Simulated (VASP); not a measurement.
# ZnO (P6_3mc) in VASP: relaxation of cell and atoms with PBE+D3(BJ)

Aim: the relaxation of cell and atoms of ZnO with PBE+D3(BJ).

Everything below comes from runs of VASP 6.6.1. Logs are shortened: lines on timing, memory, paths and dates and some standing lists are left out, and cuts for length are marked.

## (1) The cell of the first run

The structure is hexagonal, space group P6_3mc (No. 186). Conventional cell: a = 3.249 Å, b = 3.249 Å, c = 5.204 Å, α = 90.00°, β = 90.00°, γ = 120.00°. Zn (site symmetry 3m) has 4 O at 1.97 to 1.99 Å within 2.6 Å. O (site symmetry 3m) has 4 Zn at 1.97 to 1.99 Å within 2.6 Å.

## (2) Relaxation of cell and atoms, PBE+D3(BJ)

Input file INCAR:

```
ALGO     = Normal         # electronic algorithm
EDIFF    = 1E-7           # SCF threshold, eV
EDIFFG   = -0.005         # ionic threshold
ENCUT    = 600            # plane-wave cutoff, eV
GGA      = PE             # functional
IBRION   = 2              # ionic algorithm
ISIF     = 3              # what is computed and relaxed
ISMEAR   = 0              # smearing method
IVDW     = 12             # dispersion correction
LASPH    = True           # aspherical terms in the spheres
LCHARG   = False          # write CHGCAR
LREAL    = False          # projectors in reciprocal space
LWAVE    = False          # write WAVECAR
NELM     = 80             # most SCF steps
NSW      = 100            # ionic steps
PREC     = Accurate       # precision mode
SIGMA    = 0.02           # smearing width, eV
```

Input file KPOINTS:

```
k-points
0
Gamma
  12 12 6
```

Input file POSCAR:

```
ZnO
1.0
    3.2493987239      0.0000000000      0.0000000000
   -1.6246993619      2.8140618419      0.0000000000
    0.0000000000      0.0000000000      5.2038000000
Zn O
2 2
Direct
    0.3333333333      0.6666666667      0.0000000000
    0.6666666667      0.3333333333      0.5000000000
    0.3333333333      0.6666666667      0.3821000000
    0.6666666667      0.3333333333      0.8821000000
```

Potentials or basis: VASP PAW PBE potentials, release 64 (Zn, O).

On the command line:

```
> cat potpaw_PBE.64/Zn/POTCAR potpaw_PBE.64/O/POTCAR > POTCAR
> mpirun -np 1 vasp_std > vasp.out
```

OUTCAR:

```text
EDIFF = 1E-7
   EDIFFG = -0.005
   ENCUT = 600
   GGA = PE
   IBRION = 2
   ISIF = 3
   ISMEAR = 0
   IVDW = 12
   LASPH = True
   LREAL = False
   NELM = 80
   NSW = 100
   PREC = Accurate
 IVDW          = 12

 ion  position               nearest neighbor table
   1  0.333  0.667  0.000-   4 1.97   4 1.97   4 1.97   3 1.99
   2  0.667  0.333  0.500-   3 1.97   3 1.97   3 1.97   4 1.99
   3  0.333  0.667  0.382-   2 1.97   2 1.97   2 1.97   1 1.99
   4  0.667  0.333  0.882-   1 1.97   1 1.97   1 1.97   2 1.99

  LATTYP: Found a hexagonal cell.
 ALAT       =     3.2493987239
 C/A-ratio  =     1.6014655148

  Lattice vectors:

 A1 = (   3.2493987239,   0.0000000000,   0.0000000000)
 A2 = (  -1.6246993619,   2.8140618419,   0.0000000000)
 A3 = (   0.0000000000,   0.0000000000,   5.2038000000)

Analysis of symmetry for initial positions (statically):
=====================================================================
 Subroutine PRICEL returns:
 Original cell was already a primitive cell.

 Routine SETGRP: Setting up the symmetry group for a
 hexagonal supercell.

 Subroutine GETGRP returns: Found 12 space group operations
 (whereof  6 operations were pure point group operations)
 out of a pool of 24 trial point group operations.

The static configuration has the point symmetry C_3v.
 The point group associated with its full space group is C_6v.

Analysis of symmetry for dynamics (positions and initial velocities):
=====================================================================
 Subroutine PRICEL returns:
 Original cell was already a primitive cell.

 Routine SETGRP: Setting up the symmetry group for a
 hexagonal supercell.

 Subroutine GETGRP returns: Found 12 space group operations
 (whereof  6 operations were pure point group operations)
 out of a pool of 24 trial point group operations.

The dynamic configuration has the point symmetry C_3v.
 The point group associated with its full space group is C_6v.

 Subroutine INISYM returns: Found 12 space group operations
 (whereof  6 operations are pure point group operations),
 and found     1 'primitive' translations

----------------------------------------------------------------------------------------

                                     Primitive cell

  volume of cell :      47.5836

  direct lattice vectors                    reciprocal lattice vectors
     3.249398724  0.000000000  0.000000000     0.307749244  0.177679109  0.000000000
    -1.624699362  2.814061842  0.000000000     0.000000000  0.355358217  0.000000000
     0.000000000  0.000000000  5.203800000     0.000000000  0.000000000  0.192167262

  length of vectors
     3.249398724  3.249398724  5.203800000     0.355358217  0.355358217  0.192167262

  position of ions in fractional coordinates (direct lattice)
     0.333333333  0.666666667  0.000000000
     0.666666667  0.333333333  0.500000000
     0.333333333  0.666666667  0.382100000
     0.666666667  0.333333333  0.882100000

  ion indices of the primitive-cell ions
   primitive index   ion index
                 1           1
                 2           2
                 3           3
                 4           4

----------------------------------------------------------------------------------------

 KPOINTS: k-points

Automatic generation of k-mesh.
 Grid dimensions read from file:
 generate k-points for:   12   12    6

 Generating k-lattice:

  Cartesian coordinates                     Fractional coordinates (reciprocal lattice)
     0.025645770  0.014806592  0.000000000     0.083333333  0.000000000  0.000000000
     0.000000000  0.029613185  0.000000000     0.000000000  0.083333333  0.000000000
     0.000000000  0.000000000  0.032027877     0.000000000  0.000000000  0.166666667

  Length of vectors
     0.029613185  0.029613185  0.032027877

  Shift w.r.t. Gamma in fractional coordinates (k-lattice)
     0.000000000  0.000000000  0.000000000

 Subroutine IBZKPT returns following result:
 ===========================================

 Found     76 irreducible k-points:

 Following reciprocal coordinates:
            Coordinates               Weight
  0.000000  0.000000  0.000000      1.000000
  0.083333  0.000000  0.000000      6.000000
  0.166667  0.000000  0.000000      6.000000
  0.250000  0.000000  0.000000      6.000000
  0.333333  0.000000  0.000000      6.000000
  0.416667  0.000000  0.000000      6.000000
[... 16 lines left out ...]
  0.250000  0.000000  0.166667     12.000000
  0.333333  0.000000  0.166667     12.000000
 [... further k-points ...]
   k-points           NKPTS =     76   k-points in BZ     NKDIM =     76   number of bands    NBANDS=     22
   number of dos      NEDOS =    301   number of ions     NIONS =      4
   total plane-waves  NPLWV =  32928
   dimension x,y,z NGX =    28 NGY =   28 NGZ =   42
   dimension x,y,z NGXF=    56 NGYF=   56 NGZF=   84
   ions per type =               2   2
   NGX,Y,Z   is equivalent  to a cutoff of  14.33, 14.33, 13.42 a.u.
   NGXF,Y,Z  is equivalent  to a cutoff of  28.65, 28.65, 26.84 a.u.
 SYSTEM =  unknown system
   PREC   = accura    normal or accurate (medium, high low for compatibility)
   ISTART =      0    job   : 0-new  1-cont  2-samecut
   ICHARG =      2    charge: 1-file 2-atom 10-const
   ISPIN  =      1    spin polarized calculation?
   LNONCOLLINEAR =      F non collinear calculations
   LSORBIT =      F    spin-orbit coupling
   LASPH  =      T    aspherical Exc in radial PAW
   ENCUT  =  600.0 eV  44.10 Ry    6.64 a.u.   6.49  6.49 10.39*2*pi/ulx,y,z
   NELM   =     80;   NELMIN=  2; NELMDL= -5     # of ELM steps
   EDIFF  = 0.1E-06   stopping-criterion for ELM
   LREAL  =      F    real-space projection
   EDIFFG = -.5E-02   stopping-criterion for IOM
   NSW    =    100    number of steps for IOM
   IBRION =      2    ionic relax: 0-MD 1-quasi-New 2-CG
   NFREE  =      1    steps in history (QN), initial steepest desc. (CG)
   ISIF   =      3    stress and relaxation
   ISYM   =      2    0-nonsym 1-usesym 2-fastsym
   POTIM  = 0.5000    time-step for ionic-motion
   TEBEG  =    0.0;   TEEND  =   0.0 temperature during run
   PSTRESS=    0.0 pullay stress
   NELECT =      36.0000    total number of electrons
   NUPDOWN=      -1.0000    fix difference up-down
   EMIN   =  10.00;   EMAX   =-10.00  energy-range for DOS
   EFERMI =   0.00;   METHOD = LEGACY
   ISMEAR =     0;   SIGMA  =   0.02  broadening in eV -4-tet -1-fermi 0-gaus
   EFERMI_NEDOS =   21; number of points for ismear=-14 and -15
   IALGO  =     38    algorithm
   IMIX   =      4    mixing-type and parameters
     AMIX     =   0.40;   BMIX     =  1.00
     AMIX_MAG =   1.60;   BMIX_MAG =  1.00
  volume/ion in A,a.u.               =      11.90        80.28
  Fermi-wavevector in a.u.,A,eV,Ry     =   1.491729  2.818959 30.276436  2.225255
  Thomas-Fermi vector in A             =   2.604347
   LORBIT       =      0    0 simple, 1 ext, 2 COOP (PROOUT), +10 PAW based schemes
   GGA     = PE    functional components
   LHFCALC =     F    Hartree Fock is set to
   AEXX    =    0.0000 exact exchange contribution
   IVDW    =    12    specifies the selected vdW correction
   LEPSILON=     F    determine dielectric tensor
   LRPA    =     F    only Hartree local field effects (RPA)
 conjugate gradient relaxation of ions
 non-spin polarized calculation
 Gauss-broadening in eV      SIGMA  =   0.02
  energy-cutoff  :      600.00
  volume of cell :       47.58
 maximum number of plane-waves:      1617
 NGX is ok and might be reduce to    28
   NGX = 13   NGY = 13   NGZ = 21

--------------------------------------- Ionic step        1  -------------------------------------------

 number of electron      36.0000006 magnetization

 Free energy of the ion-electron system (eV)
  ---------------------------------------------------
  ext. energy  EPLUGINS =         0.00000000
  ---------------------------------------------------
  free energy    TOTEN  =       -17.82647925 eV

  energy without entropy =      -17.82647925  energy(sigma->0) =      -17.82647925

------------------------ aborting loop because EDIFF is reached ----------------------------------------

 Edisp (eV)   -0.89708

 E8    (eV) :    -0.3384

  FORCE on cell =-STRESS in cart. coord.  units (eV):
  Direction    XX          YY          ZZ          XY          YZ          ZX
  --------------------------------------------------------------------------------------
  -------------------------------------------------------------------------------------
  Total       0.78917     0.78917     0.88161     0.00000    -0.00000     0.00000
  in kB      26.57212    26.57212    29.68447     0.00000    -0.00000     0.00000
  external pressure =       27.61 kB  Pullay stress =        0.00 kB
[... 103 lines left out ...]
  FREE ENERGIE OF THE ION-ELECTRON SYSTEM (eV)
  ---------------------------------------------------
  free  energy   TOTEN  =       -18.7314550739 eV

  energy  without entropy=      -18.7314550739  energy(sigma->0) =      -18.73145507

[... ionic steps 4 to 7 ...]

--------------------------------------- Ionic step        8  -------------------------------------------

 number of electron      36.0000009 magnetization

------------------------ aborting loop because EDIFF is reached ----------------------------------------

 Edisp (eV)   -0.88001

 E8    (eV) :    -0.3321
[... 73 lines left out ...]
  energy  without entropy=      -18.7321527728  energy(sigma->0) =      -18.73215277

--------------------------------------- Ionic step       10  -------------------------------------------

 number of electron      36.0000009 magnetization

 Free energy of the ion-electron system (eV)
  ---------------------------------------------------
  ext. energy  EPLUGINS =         0.00000000
  ---------------------------------------------------
  free energy    TOTEN  =       -17.85255515 eV

  energy without entropy =      -17.85255515  energy(sigma->0) =      -17.85255515

 E-fermi :   1.1972     XC(G=0): -10.8103

 val. band max:        1.0351564420   @ k =   0.0000   0.0000   0.0000
 cond. band min:       1.7868513544   @ k =   0.0000   0.0000   0.0000
 fundamental gap:      0.7516949124
 Fermi energy:         1.1972055915

 k-point     1 :       0.0000    0.0000    0.0000
  band No.  band energies     occupation
      1     -16.9084      2.00000
      2     -16.2184      2.00000
      3      -4.5736      2.00000
      4      -4.5736      2.00000
      5      -4.5352      2.00000
      6      -4.4702      2.00000
[... 574 lines left out ...]
      6      -4.1941      2.00000
[... 14 lines left out ...]
     21       9.2814      0.00000
     22       9.8320      0.00000

 [... further k-points ...]

------------------------ aborting loop because EDIFF is reached ----------------------------------------

 Edisp (eV)   -0.87963

 E8    (eV) :    -0.3320

  FORCE on cell =-STRESS in cart. coord.  units (eV):
  Direction    XX          YY          ZZ          XY          YZ          ZX
  --------------------------------------------------------------------------------------
  -------------------------------------------------------------------------------------
  Total       0.00034     0.00034    -0.00172     0.00000    -0.00000     0.00000
  in kB       0.01130     0.01130    -0.05666     0.00000    -0.00000     0.00000
  external pressure =       -0.01 kB  Pullay stress =        0.00 kB
[... 19 lines left out ...]
  FREE ENERGIE OF THE ION-ELECTRON SYSTEM (eV)
  ---------------------------------------------------
  free  energy   TOTEN  =       -18.7321810000 eV

  energy  without entropy=      -18.7321810000  energy(sigma->0) =      -18.73218100

 reached required accuracy - stopping structural energy minimisation
```

It took 8.3 min on 1 thread of Intel Xeon Platinum 8259CL at 2.50GHz (Skylake/Cascade Lake), shared host; peak memory 0.24 GiB.

What came out:

- Free energy: -18.7322 eV
- Relaxed volume: 12.13 Å³/atom
- Relaxed cell: a = 3.261 Å, b = 3.261 Å, c = 5.267 Å, α = 90.00°, β = 90.00°, γ = 120.00°
- Space group after relaxing (to 0.1 Å): P6_3mc (No. 186)
- Energy gained by relaxing: 2.2 meV/atom
- Ionic steps: 10
- Pressure after relaxing: 0.0 GPa
- Band gap on the k mesh: 0.75 eV
- Dispersion energy per atom: -0.220 eV

Step by step:
```tsv
step	energy change (eV)	largest force (eV/Å)	pressure (GPa)	volume (Å³)
1	0.0000	0.0340	2.76	47.58
2	-0.0058	0.0233	-1.38	49.01
3	-0.0079	0.0267	-0.04	48.51
4	-0.0079	0.0269	0.02	48.50
5	-0.0081	0.0241	0.08	48.50
6	-0.0085	0.0155	0.03	48.50
7	-0.0082	0.0036	0.06	48.49
8	-0.0086	0.0098	0.05	48.49
9	-0.0086	0.0116	-0.09	48.54
10	-0.0086	0.0005	0.00	48.52
```

Final structure:
```cif
data_structure
_symmetry_space_group_name_H-M 'P 1'
_symmetry_Int_Tables_number 1
_cell_length_a 3.2613
_cell_length_b 3.2613
_cell_length_c 5.2670
_cell_angle_alpha 90.000
_cell_angle_beta 90.000
_cell_angle_gamma 120.000
_cell_volume 48.52
loop_
_atom_site_label
_atom_site_type_symbol
_atom_site_fract_x
_atom_site_fract_y
_atom_site_fract_z
_atom_site_occupancy
Zn1 Zn 0.33333 0.66667 0.00162 1
Zn2 Zn 0.66667 0.33333 0.50162 1
O1 O 0.33333 0.66667 0.38048 1
O2 O 0.66667 0.33333 0.88048 1
```

Levels at points of the mesh, in eV from the valence-band top:
```tsv
k point	band 15	band 16	band 17	band 18	band 19	band 20	band 21	band 22
(0.00, 0.00, 0.00)	-0.77	-0.08	0.00	0.00	0.75	5.16	8.12	12.82
(0.50, 0.00, 0.00)	-2.77	-2.20	-1.26	-0.81	5.69	6.84	7.54	8.38
(0.00, 0.00, 0.50)	-0.38	-0.38	-0.38	-0.38	3.40	3.40	9.98	9.98
(0.50, 0.00, 0.50)	-1.46	-1.46	-1.35	-1.35	5.67	5.67	8.32	8.32
```

Caveat: semilocal functionals underestimate gaps, and a narrow one can read as zero.
